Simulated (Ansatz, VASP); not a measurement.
**Ti in VASP and in Ansatz**

```xyz
2
Lattice="2.8277 0.0000 0.0000 -1.4138 2.4488 0.0000 0.0000 0.0000 4.4760" Properties=species:S:1:pos:R:3 pbc="T T T"
Ti   -0.1141    1.6326    1.1190
Ti    1.5279    0.8163    3.3570
```

Change from the starting cell: mode 4 frozen in at -0.117 Å, equal normal strain along x, y and z -0.0250.

Alike in both runs: task single point; functional PBEsol; k mesh 18 × 18 × 10; occupations gaussian, width 0.15 eV; no spin polarisation.

|  | VASP | Ansatz |
| --- | --- | --- |
| version | VASP 6.6.1 | Ansatz 0.2.0 |
| potentials or method | VASP PAW PBE potentials, release 64 (Ti_sv), cutoff 520 eV | scalar-relativistic, plane waves, PAW |
| valence electrons in the cell | 24 | 24 |

Ansatz gave:

```
gap on the k mesh at the Fermi level (eV)                     : none
pressure (GPa)                                                : 9.9
traceless stress, the component that is largest in VASP (GPa) : 3.05
rms of the force components (eV/Å)                            : 0.136
```

Task: What did VASP give for the same quantities?

Result: gap on the k mesh at the Fermi level (eV): none; pressure (GPa): 9.3; traceless stress, the component that is largest in VASP (GPa): 3.00; rms of the force components (eV/Å): 0.137.

VASP's potentials were made for PBE, not for PBEsol, and Ansatz warns of the same on its side. Atom by atom the forces differ by 0.002 eV/Å (rms over components). A gap of «none» marks a metal or a gap that the smearing closes. With one functional, cell and mesh, what is left measures potentials, basis and numerics.
